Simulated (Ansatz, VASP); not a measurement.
# Se: VASP beside Ansatz

File INCAR:

```
  PREC = Accurate
  ENCUT = 520
  EDIFF = 1E-6
  ISMEAR = 0
  SIGMA = 0.05
  LREAL = False
  LASPH = True
  NELM = 60
  ALGO = Normal
  ISIF = 2
  LWAVE = False
  LCHARG = True
  GGA = PE
  IVDW = 12
  LELF = True
  LVHAR = True
  NBANDS = 16
```

KPOINTS

```
Automatic mesh
0
Gamma
  9 9 8
```

POSCAR

```
Se
1.0
    4.2945953382      0.0000000000      0.0000000000
   -2.1472976691      3.7192286618      0.0000000000
    0.0000000000      0.0000000000      4.6012294453
Se
3
Direct
    0.2166185459      0.0000000000      0.3333333333
    0.0000000000      0.2166185459      0.6666666667
    0.7833814541      0.7833814541      0.0000000000
```

Input for Ansatz:

```yaml
crystal:
  lattice:
    - [4.2945953382, 0.0, 0.0]
    - [-2.1472976691, 3.7192286618, 0.0]
    - [0.0, 0.0, 4.6012294453]
  atoms:
    - { symbol: Se, position: [0.2166185459, 0.0, 0.3333333333] }
    - { symbol: Se, position: [0.0, 0.2166185459, 0.6666666667] }
    - { symbol: Se, position: [0.7833814541, 0.7833814541, 0.0] }
basis:
  ecutwfc: 420
kpoints:
  mp_grid: { grid: [9, 9, 8] }
hamiltonian:
  xc: pbe
  dispersion: d3bj
scf:
  occupations: { method: gaussian, width: 0.05 }
output:
  forces: true
  stress: true
  eigenvalues: true
```

Alike in both runs: task single point; functional PBE; dispersion D3(BJ); k mesh 9 × 9 × 8; occupations gaussian, width 0.05 eV; no spin polarisation.

```csv
,VASP,Ansatz
version,VASP 6.6.1,Ansatz 0.2.0
potentials or method,"VASP PAW PBE potentials, release 64 (Se), cutoff 520 eV","scalar-relativistic, plane waves, PAW"
valence electrons in the cell,18,48
```

Ansatz gave:

```
gap on the k mesh at the Fermi level (eV)                     : 1.14
least direct gap on the mesh (eV)                             : 1.93
pressure (GPa)                                                : 13.9
traceless stress, the component that is largest in VASP (GPa) : 7.02
rms of the force components (eV/Å)                            : 1.707
```

Which values does VASP return?

gap on the k mesh at the Fermi level (eV): 1.14; least direct gap on the mesh (eV): 1.92; pressure (GPa): 14.3; traceless stress, the component that is largest in VASP (GPa): 7.15; rms of the force components (eV/Å): 1.755.

Atom by atom the forces differ by 0.049 eV/Å (rms over components). VASP's potentials hold 18 valence electrons a cell and Ansatz's 48, so a difference there can come from the potentials and not from the codes.
